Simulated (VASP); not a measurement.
Input of a VASP 6.6.1 run:

File INCAR:

```
SYSTEM = PtSe2
  ALGO = Normal
  EDIFF = 1E-7
  ENCUT = 520
  GGA = PE
  ISIF = 2
  ISMEAR = 0
  LASPH = .True.
  LCHARG = .False.
  LREAL = .False.
  LWAVE = .False.
  NBANDS = 18
  NELM = 60
  PREC = Accurate
  SIGMA = 0.15
```

Contents of KPOINTS:

```
k-points
0
Gamma
  12 12 10
  0 0 0
```

Contents of POSCAR:

```
PtSe2
1.0
    3.8357206227      0.0000000000      0.0000000000
   -1.9178603114      3.3218315011      0.0000000000
    0.0000000000      0.0000000000      5.0620000000
Pt Se
1 2
Direct
    0.0000000000      0.0000000000      0.0000000000
    0.3333333333      0.6666666667      0.2500000000
    0.6666666667      0.3333333333      0.7500000000
```

Potentials or basis: VASP PAW PBE potentials, release 64 (Pt, Se).

Command:

```sh
$ cat potpaw_PBE.64/Pt/POTCAR potpaw_PBE.64/Se/POTCAR > POTCAR
$ mpirun -np 1 vasp_std > vasp.out
```

(1) Predict the largest force.

(2) Predict the band gap on the k mesh.

## Answers

(1) 0.051 eV/Å.

(2) zero (band 11 reaches 6.18 eV, above the bottom of band 12 at 5.69 eV).

Caveat: the cell differs from its parent crystal (strain +0.030 along x and y, +0.000 along z); spin-orbit coupling is left out, which moves the levels of the heavy elements.
